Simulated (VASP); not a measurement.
I:

```xyz
1
Lattice="0.0000 2.3967 3.9613 2.2211 0.0000 3.9613 2.2211 2.3967 0.0000" Properties=species:S:1:pos:R:3 pbc="T T T"
I     0.0000    0.0000    0.0000
```

Base run:

```yaml
Program: VASP 6.6.1
Functional: r2SCAN
Dispersion: D3(BJ)
Potentials_or_basis: VASP PAW PBE potentials, release 64 (I)
Cutoff: 520 eV
k_mesh: 9 × 9 × 9
Occupations: fermi-dirac, width 0.05 eV
Spin: no spin polarisation
```

Its results: band gap on the k mesh zero (an odd number of electrons rules out a gap without spin polarisation); pressure -1.6 GPa.

Question: The run is repeated on the same cell with these changes: dispersion from D3(BJ) to none. What comes out?

Answer: Band gap on the k mesh zero (an odd number of electrons rules out a gap without spin polarisation); pressure -1.0 GPa.

Dispersion adds attraction, which lowers the pressure at fixed volume and, as a term added to the energy, leaves the levels alone.

Caveats: the PAW data sets were made with another functional, which shifts forces and pressure a little; spin-orbit coupling is left out, which moves the levels of the heavy elements; an odd number of electrons without spin polarisation forces a metal; a magnetic or distorted state may lie lower.
